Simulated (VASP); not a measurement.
# PbS (CsCl type) (Pm-3m) in VASP: further runs, part 2 of 2

VASP 6.6.1. Earlier steps stand in the parts before.

**3. Relaxation of cell and atoms, PBE**

This run uses another cell than the first one, of 18.31 Å³/atom, 0.752 times its volume.

Contents of INCAR:

```
SYSTEM = PbS
ALGO = Normal ; EDIFF = 1E-6
EDIFFG = -0.005 ; ENCUT = 600
GGA = PE ; IBRION = 2
ISIF = 3 ; ISMEAR = -1
LASPH = .TRUE. ; LCHARG = .FALSE.
LREAL = .FALSE. ; LWAVE = .FALSE.
NELM = 80 ; NSW = 60
PREC = Accurate ; SIGMA = 0.1
```

Contents of KPOINTS:

```
k-points
0
G
  11 11 11
  0 0 0
```

Contents of POSCAR:

```
PbS
1.0
    3.3209475968      0.0000000000      0.0000000000
    0.0000000000      3.3209475968      0.0000000000
    0.0000000000      0.0000000000      3.3209475968
Pb S
1 1
Direct
    0.0000000000      0.0000000000      0.0000000000
    0.5000000000      0.5000000000      0.5000000000
```

Potentials or basis: VASP PAW PBE potentials, release 64 (Pb_d, S).

On the command line:

```sh
$ cat potpaw_PBE.64/Pb_d/POTCAR potpaw_PBE.64/S/POTCAR > POTCAR
$ mpirun -np 1 vasp_std > vasp.out
```

OUTCAR:

```text
SYSTEM = PbS
   EDIFF = 1E-6
   EDIFFG = -0.005
   ENCUT = 600
   GGA = PE
   IBRION = 2
   ISIF = 3
   ISMEAR = -1
   LASPH = .TRUE.
   LREAL = .FALSE.
   NELM = 80
   NSW = 60
   PREC = Accurate

 ion  position               nearest neighbor table
   1  0.000  0.000  0.000-   2 2.88   2 2.88   2 2.88   2 2.88   2 2.88   2 2.88   2 2.88   2 2.88

   2  0.500  0.500  0.500-   1 2.88   1 2.88   1 2.88   1 2.88   1 2.88   1 2.88   1 2.88   1 2.88

  LATTYP: Found a simple cubic cell.
 ALAT       =     3.3209475968

  Lattice vectors:

 A1 = (   3.3209475968,   0.0000000000,   0.0000000000)
 A2 = (   0.0000000000,   3.3209475968,   0.0000000000)
 A3 = (   0.0000000000,   0.0000000000,   3.3209475968)

Analysis of symmetry for initial positions (statically):
=====================================================================
 Subroutine PRICEL returns:
 Original cell was already a primitive cell.

 Routine SETGRP: Setting up the symmetry group for a
 simple cubic supercell.

 Subroutine GETGRP returns: Found 48 space group operations
[... 9 lines left out ...]

 Routine SETGRP: Setting up the symmetry group for a
 simple cubic supercell.

 Subroutine GETGRP returns: Found 48 space group operations
[... 11 lines left out ...]
                                     Primitive cell

  volume of cell :      36.6257

  direct lattice vectors                    reciprocal lattice vectors
[... 107 lines left out ...]
     AMIX_MAG =   1.60;   BMIX_MAG =  1.00
  volume/ion in A,a.u.               =      18.31       123.58
  Fermi-wavevector in a.u.,A,eV,Ry     =   1.338103  2.528648 24.361491  1.790519
  Thomas-Fermi vector in A             =   2.466599
   LORBIT       =      0    0 simple, 1 ext, 2 COOP (PROOUT), +10 PAW based schemes
   GGA     = PE    functional components
   LHFCALC =     F    Hartree Fock is set to
   AEXX    =    0.0000 exact exchange contribution
   IVDW    =     0    specifies the selected vdW correction
   LEPSILON=     F    determine dielectric tensor
   LRPA    =     F    only Hartree local field effects (RPA)
 conjugate gradient relaxation of ions
 non-spin polarized calculation
  energy-cutoff  :      600.00
  volume of cell :       36.63
 maximum number of plane-waves:      1245
 NGX is ok and might be reduce to    28
   NGX = 13   NGY = 13   NGZ = 13

--------------------------------------- Ionic step        1  -------------------------------------------

 number of electron      19.9999999 magnetization

 Free energy of the ion-electron system (eV)
  ---------------------------------------------------
  ext. energy  EPLUGINS =         0.00000000
  ---------------------------------------------------
  free energy    TOTEN  =        -7.42344016 eV

  energy without entropy =       -7.39737188  energy(sigma->0) =       -7.41040602

 E-fermi :  10.1066     XC(G=0): -11.6253

 val. band max:       10.0813955759   @ k =   0.4545   0.0909   0.0000
 cond. band min:      10.1230887214   @ k =   0.1818   0.1818   0.0909
 fundamental gap:      0.0416931455
 Fermi energy:        10.1065563107
[... 968 lines left out ...]
--------------------------------------- Ionic step        5  -------------------------------------------

 number of electron      19.9999995 magnetization

 Free energy of the ion-electron system (eV)
  ---------------------------------------------------
  ext. energy  EPLUGINS =         0.00000000
  ---------------------------------------------------
  free energy    TOTEN  =        -8.26187802 eV

  energy without entropy =       -8.24368181  energy(sigma->0) =       -8.25277991

 E-fermi :   6.1538     XC(G=0): -10.1849

 val. band max:        6.1362423421   @ k =   0.1818   0.1818   0.1818
 cond. band min:       6.2565742732   @ k =   0.4545   0.4545   0.3636
 fundamental gap:      0.1203319311
 Fermi energy:         6.1538099100
[... 437 lines left out ...]
  FREE ENERGIE OF THE ION-ELECTRON SYSTEM (eV)
  ---------------------------------------------------
  free  energy   TOTEN  =        -8.2618780181 eV

  energy  without entropy=       -8.2436818078  energy(sigma->0) =       -8.25277991

 reached required accuracy - stopping structural energy minimisation
```

OSZICAR:

```text
N       E                     dE             d eps       ncg     rms          rms(c)
DAV:   1     0.168691349759E+03    0.16869E+03   -0.11267E+04  1580   0.186E+03
DAV:   2     0.478177071740E+01   -0.16391E+03   -0.15990E+03  1622   0.413E+02
DAV:   3    -0.757273935856E+01   -0.12355E+02   -0.11799E+02  2104   0.110E+02
[... 43 lines left out ...]
DAV:   2    -0.826192294576E+01    0.31699E-03   -0.65422E-04  1916   0.453E-01    0.381E-02
DAV:   3    -0.826187425862E+01    0.48687E-04   -0.20281E-04  1942   0.255E-01    0.865E-03
DAV:   4    -0.826187602781E+01   -0.17692E-05   -0.37821E-06  1592   0.196E-02    0.566E-03
DAV:   5    -0.826187776441E+01   -0.17366E-05   -0.51139E-07  1090   0.734E-03    0.120E-03
DAV:   6    -0.826187801808E+01   -0.25366E-06   -0.13051E-07   802   0.477E-03
   5 F= -.82618780E+01 E0= -.82527799E+01  d E =-.158800E-04
```

CONTCAR:

```text
PbS
   1.00000000000000
     3.6502691281554247   -0.0000000000000000    0.0000000000000000
    -0.0000000000000000    3.6502691281554247   -0.0000000000000000
    -0.0000000000000000   -0.0000000000000000    3.6502691281554247
  Pb              S
     1     1
Direct
     0.0000000000000000    0.0000000000000000    1.0000000000000000
     0.5000000000000000    0.5000000000000000    0.5000000000000000

  0.00000000E+00  0.00000000E+00  0.00000000E+00
  0.00000000E+00  0.00000000E+00  0.00000000E+00
```

It took 2 min on 1 thread of Intel Xeon 6975P-C, shared host; peak memory 0.19 GiB.

Results:

```
Free energy                            : -8.2619 eV
Relaxed volume                         : 24.32 Å³/atom
Relaxed cell                           : a = 3.650 Å, b = 3.650 Å, c = 3.650 Å, α = 90.00°, β = 90.00°, γ = 90.00°
Space group after relaxing (to 0.05 Å) : Pm-3m (No. 221)
Energy gained by relaxing              : 419.2 meV/atom
Ionic steps                            : 5
Pressure after relaxing                : 0.0 GPa
Band gap on the k mesh                 : zero (band 10 reaches 6.14 eV, above the bottom of band 11 at 5.87 eV)
```

Step by step:
```
step  energy change (eV)  largest force (eV/Å)  pressure (GPa)  volume (Å³)
   1              0.0000                0.0000           28.92        36.63
   2             -0.6459                0.0000           -6.33        57.09
   3             -0.8383                0.0000            0.25        48.44
   4             -0.8384                0.0000           -0.07        48.71
   5             -0.8384                0.0000            0.00        48.64
```

Final structure:
```
CELL_PARAMETERS angstrom
3.65027 0.00000 0.00000
0.00000 3.65027 0.00000
0.00000 0.00000 3.65027
ATOMIC_POSITIONS crystal
Pb 0.00000 0.00000 0.00000
S 0.50000 0.50000 0.50000
```

Caveat: the volume moved by over 15 % at a fixed basis, so the end points are rough; spin-orbit coupling is left out, which moves the levels of the heavy elements.
